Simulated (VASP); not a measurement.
SiO2:

```
Si O
1.0
    -2.48688    2.48688    3.67975
     2.48688   -2.48688    3.67975
     2.48688    2.48688   -3.67975
Si O
2 4
Direct
  0.00000 0.00000 0.00000
  0.75000 0.25000 0.50000
  0.97428 0.62500 0.84928
  0.37500 0.22428 0.34928
  0.77572 0.12500 0.15072
  0.87500 0.02572 0.65072
```

```yaml
Program: VASP 6.6.1
Task: relaxation of shape and atoms at fixed volume
Functional: LDA
Potentials_or_basis: VASP PAW LDA potentials, release 64 (Si, O)
Cutoff: 600 eV
k_mesh: 8 × 8 × 8
Occupations: gaussian, width 0.02 eV
Spin: no spin polarisation
```

At the start: pressure -4.4 GPa; volume 15.17 Å³/atom.

Task: Where does the relaxation end?

Result: Over 7 steps the energy falls by 5.1 meV/atom; space group I-42d (No. 122, to 0.1 Å) before and after.

The path:
```csv
step,energy change (eV),largest force (eV/Å),pressure (GPa),volume (Å³)
1,0.0000,0.3013,-4.40,91.03
2,-0.0148,0.2095,-3.33,91.03
3,-0.0295,0.0180,-0.92,91.03
4,-0.0296,0.0033,-0.70,91.03
5,-0.0296,0.0028,-0.63,91.03
6,-0.0303,0.0032,-0.57,91.03
7,-0.0307,0.0041,-0.45,91.03
```

Final structure:
```xyz
6
Lattice="-2.4966 2.4966 3.6511 2.4966 -2.4966 3.6511 2.4966 2.4966 -3.6511" Properties=species:S:1:pos:R:3 pbc="T T T"
Si    0.0000    0.0000    0.0000
Si    0.0000    2.4966    1.8255
O     1.2483    2.9381    2.7383
O     0.4415    1.2483    0.9128
O    -1.2483    2.0551    2.7383
O    -0.4415    3.7450    0.9128
```
